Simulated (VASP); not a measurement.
# WC (P1) in VASP: single point with PBEsol

Aim: the single point of WC with PBEsol.

All numbers are computed with VASP 6.6.1; they aren't measurements. Logs are shortened: lines on timing, memory, paths and dates and some standing lists are left out, and cuts for length are marked.

## (1) The cell of the first run

The typed cell holds 16 atoms: a = 5.772 Å, b = 4.999 Å, c = 5.648 Å, α = 90.00°, β = 90.00°, γ = 90.00°.

## (2) Single point, PBEsol

Contents of INCAR:

```
PREC = Accurate ; ENCUT = 520
EDIFF = 1E-6 ; ISMEAR = -1
SIGMA = 0.17 ; LREAL = Auto
LASPH = True ; NELM = 60
ALGO = Normal ; ISIF = 2
LWAVE = False ; LCHARG = False
GGA = PS ; NBANDS = 86
```

Contents of KPOINTS:

```
Automatic mesh
0
Gamma
  3 3 3
```

Contents of POSCAR:

```
WC
1.0
   -2.8860900000     -4.9988550000      0.0000000000
    4.3291350000     -2.4994270000      0.0000000000
    0.0000000000      0.0000000000      5.6483400000
W C
8 8
Direct
    0.7475282249      0.4779554656      0.0226261167
    0.7637204998      0.4571735687      0.5282968093
    0.4977832412     -0.0335061774      0.0134906893
    0.5162266961     -0.0239824572      0.5073348984
    0.2608339919      0.4761206051      0.0141280447
    0.2594952858      0.5062042993      0.5299079021
    0.0161545260      0.0029390204      0.0446148780
   -0.0063361891     -0.0537028325      0.5296423374
    0.5040453187      0.6200823383      0.2794095256
    0.5222967918      0.6621173856      0.7756615218
    0.2562812187      0.1583112244      0.2926169459
    0.2428508219      0.1494038252      0.7777683355
    0.0120108134      0.6757387535      0.2702032810
    0.0069262721      0.6373767149      0.7837346902
    0.7799580161      0.1215090384      0.2706635932
    0.7431716763      0.1165037226      0.7449976453
```

Potentials or basis: VASP PAW PBE potentials, release 64 (W_sv, C).

The run is started by

```console
> cat potpaw_PBE.64/W_sv/POTCAR potpaw_PBE.64/C/POTCAR > POTCAR
> mpirun -np 1 vasp_std > vasp.out
```

OUTCAR:

```text
PREC = Accurate
   ENCUT = 520
   EDIFF = 1E-6
   ISMEAR = -1
   LREAL = Auto
   LASPH = True
   NELM = 60
   ISIF = 2
   GGA = PS

 ion  position               nearest neighbor table
   1  0.748  0.478  0.023-  10 2.12   9 2.14  14 2.17  15 2.27  13 2.29  16 2.39   2 2.80   5 2.81
                             3 2.84   7 2.84   2 2.86   3 2.94   5 2.96   7 3.05
   2  0.764  0.457  0.528-  16 2.10  14 2.21   9 2.21  15 2.22  10 2.22  13 2.32   8 2.78   1 2.80
                             4 2.80   1 2.86   6 2.87   8 2.88   6 2.92   4 2.96
   3  0.498  0.966  0.013-  10 2.03  12 2.18  16 2.21   9 2.29  11 2.31  15 2.32   7 2.79   4 2.79
                             5 2.81   1 2.84   4 2.86   5 2.89   1 2.94   7 3.00
   4  0.516  0.976  0.507-  16 2.00  11 2.13  15 2.15  10 2.18   9 2.20  12 2.36   8 2.76   6 2.78
                             3 2.79   2 2.80   3 2.86   2 2.96   8 3.02   6 3.04
   5  0.261  0.476  0.014-  12 2.11  14 2.12   9 2.18  10 2.23  11 2.24  13 2.27   6 2.74   7 2.76
                             3 2.81   1 2.81   3 2.89   6 2.92   1 2.96   7 2.99
   6  0.259  0.506  0.530-   9 2.08  14 2.15  11 2.20  10 2.20  13 2.22  12 2.27   8 2.68   5 2.74
                             4 2.78   2 2.87   5 2.92   2 2.92   4 3.04   8 3.19
   7  0.016  0.003  0.045-  15 1.96  13 2.07  11 2.12  12 2.13  14 2.35  16 2.38   8 2.76   5 2.76
                             3 2.79   1 2.84   8 2.93   5 2.99   3 3.00   1 3.05
   8  0.994  0.946  0.530-  13 2.00  16 2.07  15 2.10  14 2.11  12 2.25  11 2.28   6 2.68   7 2.76
                             4 2.76   2 2.78   2 2.88   7 2.93   4 3.02   6 3.19
   9  0.504  0.620  0.279-   6 2.08   1 2.14   5 2.18   4 2.20   2 2.21   3 2.29
  10  0.522  0.662  0.776-   3 2.03   1 2.12   4 2.18   6 2.20   2 2.22   5 2.23
  11  0.256  0.158  0.293-   7 2.12   4 2.13   6 2.20   5 2.24   8 2.28   3 2.31
  12  0.243  0.149  0.778-   5 2.11   7 2.13   3 2.18   8 2.25   6 2.27   4 2.36
  13  0.012  0.676  0.270-   8 2.00   7 2.07   6 2.22   5 2.27   1 2.29   2 2.32
  14  0.007  0.637  0.784-   8 2.11   5 2.12   6 2.15   1 2.17   2 2.21   7 2.35
  15  0.780  0.122  0.271-   7 1.96   8 2.10   4 2.15   2 2.22   1 2.27   3 2.32
  16  0.743  0.117  0.745-   4 2.00   8 2.07   2 2.10   3 2.21   7 2.38   1 2.39

  LATTYP: Found a simple orthorhombic cell.
 ALAT       =     4.9988543864
 B/A-ratio  =     1.1299268919
 C/A-ratio  =     1.1547006521

  Lattice vectors:

 A1 = (   4.3291350000,  -2.4994270000,   0.0000000000)
 A2 = (   0.0000000000,   0.0000000000,   5.6483400000)
 A3 = (  -2.8860900000,  -4.9988550000,   0.0000000000)

Analysis of symmetry for initial positions (statically):
=====================================================================
 Subroutine PRICEL returns:
 Original cell was already a primitive cell.

[... 148 lines left out ...]
   PSTRESS=    0.0 pullay stress
   NELECT =     144.0000    total number of electrons
   NUPDOWN=      -1.0000    fix difference up-down
   EMIN   =  10.00;   EMAX   =-10.00  energy-range for DOS
   EFERMI =   0.00;   METHOD = LEGACY
   ISMEAR =    -1;   SIGMA  =   0.17  broadening in eV -4-tet -1-fermi 0-gaus
   EFERMI_NEDOS =   21; number of points for ismear=-14 and -15
   IALGO  =     38    algorithm
   IMIX   =      4    mixing-type and parameters
     AMIX     =   0.40;   BMIX     =  1.00
     AMIX_MAG =   1.60;   BMIX_MAG =  1.00
  volume/ion in A,a.u.               =      10.19        68.74
  Fermi-wavevector in a.u.,A,eV,Ry     =   1.570912  2.968594 33.575985  2.467765
  Thomas-Fermi vector in A             =   2.672575
   LORBIT       =      0    0 simple, 1 ext, 2 COOP (PROOUT), +10 PAW based schemes
   GGA     = PS    functional components
   LHFCALC =     F    Hartree Fock is set to
   AEXX    =    0.0000 exact exchange contribution
   IVDW    =     0    specifies the selected vdW correction
   LEPSILON=     F    determine dielectric tensor
   LRPA    =     F    only Hartree local field effects (RPA)
 non-spin polarized calculation
  energy-cutoff  :      520.00
  volume of cell :      162.98
 maximum number of plane-waves:      4399
 NGX is ok and might be reduce to    48
   NGX = 21   NGY = 19   NGZ = 21

 number of electron     144.0000005 magnetization

 Free energy of the ion-electron system (eV)
  ---------------------------------------------------
  ext. energy  EPLUGINS =         0.00000000
  ---------------------------------------------------
  free energy    TOTEN  =      -187.73914590 eV

  energy without entropy =     -187.45695622  energy(sigma->0) =     -187.59805106

 E-fermi :  11.3900     XC(G=0): -14.0145

 val. band max:       11.3774714831   @ k =   0.0000   0.0000   0.0000
 cond. band min:      11.3956892528   @ k =   0.3333   0.0000   0.3333
 fundamental gap:      0.0182177697
 Fermi energy:        11.3900105299

 k-point     1 :       0.0000    0.0000    0.0000
  band No.  band energies     occupation
      1     -62.7407      2.00000
      2     -62.6274      2.00000
      3     -62.6018      2.00000
      4     -62.5755      2.00000
      5     -62.5684      2.00000
      6     -62.5388      2.00000
[... 1207 lines left out ...]
     83      15.1264      0.00000
     84      15.3649      0.00000
 [bands above 84 left out]

------------------------ aborting loop because EDIFF is reached ----------------------------------------

  FORCE on cell =-STRESS in cart. coord.  units (eV):
  Direction    XX          YY          ZZ          XY          YZ          ZX
  --------------------------------------------------------------------------------------
  -------------------------------------------------------------------------------------
  Total       16.3794461     13.6416930     11.6815126      0.3921528      0.4641107      2.5463583
  in kB      161.0195391    134.1058243    114.8361044      3.8550914      4.5624799     25.0321920
  external PRESSURE =     136.6538226 kB  Pullay stress =       0.0000000 kB

 VOLUME and BASIS-vectors are now :
 -----------------------------------------------------------------------------
  energy-cutoff  :      520.00
  volume of cell :      162.98
      direct lattice vectors                 reciprocal lattice vectors
    -2.886090000 -4.998855000  0.000000000    -0.086622372 -0.150034365  0.000000000
     4.329135000 -2.499427000  0.000000000     0.173244779 -0.100022910  0.000000000
     0.000000000  0.000000000  5.648340000     0.000000000  0.000000000  0.177043167

 POSITION                                       TOTAL-FORCE (eV/Angst)
 -----------------------------------------------------------------------------------
     -0.08830     -4.93140      0.12780        -1.659202     -1.435058      0.659077
     -0.22500     -4.96040      2.98400         1.803391     -0.415246     -1.349298
      2.74744     -4.90403      0.07620         1.077925     -2.616318      1.757353
      2.73543     -5.02003      2.86560         0.910669      2.785063      0.986534
      1.30840     -2.49390      0.07980         1.094022      0.151883      2.494547
      1.44250     -2.56240      2.99310        -3.809938      2.249468     -0.709810
[... 8 lines left out ...]
     -1.72500     -4.20260      1.52880         3.624319      1.938667      0.683400
     -1.64050     -4.00620      4.20800         1.031071     -1.893033      3.797905
 -----------------------------------------------------------------------------------
    total drift:                                0.017610      0.010171      0.003812

  FREE ENERGIE OF THE ION-ELECTRON SYSTEM (eV)
  ---------------------------------------------------
  free  energy   TOTEN  =      -187.7391458987 eV

  energy  without entropy=     -187.4569562196  energy(sigma->0) =     -187.59805106
```

stdout:

```text
POSCAR found type information on POSCAR W C
 POSCAR found :  2 types and      16 ions
 scaLAPACK will be used
 -----------------------------------------------------------------------------
|                                                                             |
|                                                                             |
|     You enforced a specific xc type in the INCAR file but a different       |
|     I HOPE YOU KNOW WHAT YOU ARE DOING!                                     |
|                                                                             |
 -----------------------------------------------------------------------------

 LDA part: xc-table for (Slater+PW92), standard interpolation
 POSCAR, INCAR and KPOINTS ok, starting setup
 FFT: planning ... GRIDC
 FFT: planning ... GRID_SOFT
 FFT: planning ... GRID
 WAVECAR not read
 entering main loop
```

Run time: 4.8 min. Hardware: 1 thread of AMD EPYC 7R13 (Zen 3), shared host; peak memory 0.31 GiB.

Results:

```
Free energy            : -187.7391 eV
Pressure               : 13.7 GPa
Largest force          : 6.161 eV/Å
Band gap on the k mesh : zero (bands 72 and 73 overlap by 0.06 eV)
```

Forces on the atoms (eV/Å):
```
W   -1.659 -1.435  0.659
W    1.803 -0.415 -1.349
W    1.078 -2.616  1.757
W    0.911  2.785  0.987
W    1.094  0.152  2.495
W   -3.810  2.249 -0.710
W   -2.665  2.423 -4.789
W    3.029 -5.244  1.128
C    0.964 -1.759 -0.960
C   -1.257  2.138 -1.088
C   -0.409 -0.043 -1.144
C   -0.838 -0.784 -0.897
C   -3.480  2.201 -0.517
C    0.582  0.302 -0.053
C    3.624  1.939  0.683
C    1.031 -1.893  3.798
```

Levels at points of the mesh, in eV from the Fermi level:
| k point | band 69 | band 70 | band 71 | band 72 | band 73 | band 74 | band 75 | band 76 |
| --- | --- | --- | --- | --- | --- | --- | --- | --- |
| (0.00, 0.00, 0.00) | -0.67 | -0.52 | -0.24 | -0.01 | 0.31 | 0.96 | 1.00 | 1.69 |

Caveat: the k points lie up to 0.42 Å⁻¹ apart; the atoms stand as in a frame of molecular dynamics; the PAW data sets were made with another functional, which shifts forces and pressure a little; spin-orbit coupling is left out, which moves the levels of the heavy elements.
